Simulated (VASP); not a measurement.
**Hf: single point with PBE**

Crystal: Hf.

```
CELL_PARAMETERS angstrom
3.29260 0.00000 0.00000
-1.64630 2.85147 0.00000
0.00000 0.00000 5.05780
ATOMIC_POSITIONS crystal
Hf 0.33333 0.66667 0.25000
Hf 0.66667 0.33333 0.75000
```

This cell differs from its parent crystal: strain +0.030 along x and y, +0.000 along z.

| Property | Result |
| --- | --- |
| Program | VASP 6.6.1 |
| Task | single point |
| Functional | PBE |
| Potentials or basis | VASP PAW PBE potentials, release 64 (Hf_pv) |
| Cutoff | 520 eV |
| k mesh | 18 × 18 × 10 |
| Occupations | gaussian, width 0.15 eV |
| Spin | no spin polarisation |

The pressure is -5.4 GPa and the band gap on the k mesh is zero (bands 10 and 11 overlap by 1.56 eV).

Stress tensor (GPa, compression positive):
```
-6.41  0.00  0.00
 0.00 -6.41  0.00
 0.00  0.00 -3.46
```

Levels at points of the mesh, in eV from the Fermi level:
```tsv
k point	band 7	band 8	band 9	band 10	band 11	band 12	band 13	band 14
(0.00, 0.00, 0.00)	-7.19	-3.47	0.68	1.09	1.09	1.66	1.91	1.91
(0.50, 0.00, 0.00)	-3.31	-2.55	-2.02	-1.00	0.60	0.93	1.73	5.29
(0.00, 0.00, 0.50)	-5.23	-5.23	0.29	0.29	0.92	0.92	0.92	0.92
(0.50, 0.00, 0.50)	-3.24	-3.24	-0.84	-0.84	0.98	0.98	2.38	2.38
```

It took 62 s on 1 thread of Intel(R) Xeon(R) 6975P-C (Granite Rapids) (shared host), peak memory 0.26 GiB.

Caveat: the cell differs from its parent crystal (strain +0.030 along x and y, +0.000 along z); the cell stands under tension; spin-orbit coupling is left out, which moves the levels of the heavy elements.
